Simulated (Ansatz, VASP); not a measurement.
## Al: VASP beside Ansatz

File INCAR:

```
ALGO     = Fast           # electronic algorithm
EDIFF    = 1E-6           # SCF threshold, eV
ENCUT    = 520            # plane-wave cutoff, eV
GGA      = PS             # functional
ISIF     = 2              # what is computed and relaxed
ISMEAR   = 0              # smearing method
LASPH    = T              # aspherical terms in the spheres
LCHARG   = F              # write CHGCAR
LREAL    = F              # projectors in reciprocal space
LWAVE    = F              # write WAVECAR
NBANDS   = 10             # bands
NELM     = 80             # most SCF steps
PREC     = Accurate       # precision mode
SIGMA    = 0.15           # smearing width, eV
```

KPOINTS

```
k-points
0
Gamma
  18 18 10
```

File POSCAR:

```
Al
1.0
    2.8124553515      0.0000000000      0.0000000000
   -1.4062276757      2.4356577814      0.0000000000
    0.0000000000      0.0000000000      4.8668500000
Al
2
Direct
    0.5990416362      0.5180883525      0.7500000000
    0.3333333333      0.6666666667      0.2500000000
```

Input for Ansatz:

```yaml
crystal:
  lattice:
    - [2.8124553515, 0.0, 0.0]
    - [-1.4062276757, 2.4356577814, 0.0]
    - [0.0, 0.0, 4.86685]
  atoms:
    - { symbol: Al, position: [0.5990416362, 0.5180883525, 0.75] }
    - { symbol: Al, position: [0.3333333333, 0.6666666667, 0.25] }
basis:
  ecutwfc: 420
kpoints:
  mp_grid: { grid: [18, 18, 10] }
hamiltonian:
  xc: pbesol
scf:
  occupations: { method: gaussian, width: 0.15 }
output:
  forces: true
  stress: true
  eigenvalues: true
```

Alike in both runs: task single point; functional PBEsol; k mesh 18 × 18 × 10; occupations gaussian, width 0.15 eV; no spin polarisation.

|  | VASP | Ansatz |
| --- | --- | --- |
| version | VASP 6.6.1 | Ansatz 0.2.0 |
| potentials or method | VASP PAW PBE potentials, release 64 (Al), cutoff 520 eV | scalar-relativistic, plane waves, PAW |
| valence electrons in the cell | 6 | 6 |

Ansatz gave:

* gap on the k mesh at the Fermi level (eV): none
* pressure (GPa): 1.8
* traceless stress, the component that is largest in VASP (GPa): 3.43
* rms of the force components (eV/Å): 0.351

Problem. What did VASP give for the same quantities?

Solution. gap on the k mesh at the Fermi level (eV): none; pressure (GPa): 1.8; traceless stress, the component that is largest in VASP (GPa): 3.44; rms of the force components (eV/Å): 0.353.

VASP's potentials were made for PBE, not for PBEsol. Atom by atom the forces differ by 0.002 eV/Å (rms over components). A gap of «none» marks a metal or a gap that the smearing closes.
